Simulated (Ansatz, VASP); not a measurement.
# Mo in VASP and in Ansatz

```
Mo
1.0
    -1.56467    1.56467    1.56467
     1.56467   -1.56467    1.56467
     1.56467    1.56467   -1.56467
Mo
1
Cartesian
  0.0000 0.0000 0.0000
```

Alike in both runs: functional PBEsol; k mesh 18 × 18 × 18; occupations gaussian, width 0.1 eV; no spin polarisation.

Ansatz relaxed the structure, and its values are those at the end. VASP's run is a single point on that final structure, the one shown.

|  | VASP | Ansatz |
| --- | --- | --- |
| version | VASP 6.6.1 | Ansatz 0.2.0 |
| potentials or method | VASP PAW PBE potentials, release 64 (Mo_sv), cutoff 520 eV | scalar-relativistic, plane waves, PAW |
| valence electrons in the cell | 14 | 14 |

|  | VASP | Ansatz | Ansatz less VASP |
| --- | --- | --- | --- |
| gap on the k mesh at the Fermi level (eV) | none | none | - |
| pressure (GPa) | 0.6 | 0.0 | -0.56 |

VASP's potentials were made for PBE, not for PBEsol. A gap of «none» marks a metal or a gap that the smearing closes. With one functional, cell and mesh, what is left measures potentials, basis and numerics.
